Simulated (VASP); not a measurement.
Wanted: the native input for a VASP 6.6.1 run.

- Task: single point
- Functional: LDA
- Potentials or basis: VASP PAW LDA potentials, release 64 (Si, O)
- Cutoff: 520 eV
- k mesh: 4 × 4 × 4
- Occupations: gaussian, width 0.02 eV
- Spin: no spin polarisation
- Dipole correction: no
- Further INCAR settings: LREAL = Auto; ALGO = Normal; EDIFF = 1e-06; NBANDS = 63

The structure of SiO2 lies in POSCAR:

```
SiO2
1.0
   -4.2697403481      4.2697403481      4.2697403481
    4.2697403481     -4.2697403481      4.2697403481
    4.2697403481      4.2697403481     -4.2697403481
Si O
6 12
Direct
    0.5000000000      0.2500000000      0.7500000000
    0.5000000000      0.7500000000      0.2500000000
    0.2500000000      0.7500000000      0.5000000000
    0.7500000000      0.2500000000      0.5000000000
    0.2500000000      0.5000000000      0.7500000000
    0.7500000000      0.5000000000      0.2500000000
    0.3445459770      0.0000000000      0.6554540230
    0.6554540230      0.6554540230      0.3109080461
    0.3445459770      0.6554540230      0.0000000000
    0.3445459770      0.6890919539      0.3445459770
    0.6554540230      0.3109080461      0.6554540230
    0.0000000000      0.3445459770      0.6554540230
    0.6890919539      0.3445459770      0.3445459770
    0.6554540230      0.3445459770      0.0000000000
    0.0000000000      0.6554540230      0.3445459770
    0.3109080461      0.6554540230      0.6554540230
    0.3445459770      0.3445459770      0.6890919539
    0.6554540230      0.0000000000      0.3445459770
```

These files were run (other wordings do the same):

INCAR

```
  PREC = Accurate
  ENCUT = 520
  EDIFF = 1E-6
  ISMEAR = 0
  SIGMA = 0.02
  LREAL = Auto
  LASPH = True
  NELM = 80
  ALGO = Normal
  ISIF = 2
  LWAVE = False
  LCHARG = False
  GGA = CA
  NBANDS = 63
```

KPOINTS

```
Automatic mesh
0
Gamma
  4 4 4
```

Potentials or basis: VASP PAW LDA potentials, release 64 (Si, O).

Launch:

```sh
$ cat potpaw_LDA.64/Si/POTCAR potpaw_LDA.64/O/POTCAR > POTCAR
$ mpirun -np 1 vasp_std > vasp.out
```

It gave:

```
Pressure               : 16.6 GPa
Band gap on the k mesh : 5.29 eV
```

Caveat: the cell stands under pressure.

Wall time 2.2 min on 1 thread of Intel(R) Xeon(R) 6975P-C (Granite Rapids) (shared host), peak memory 0.36 GiB.
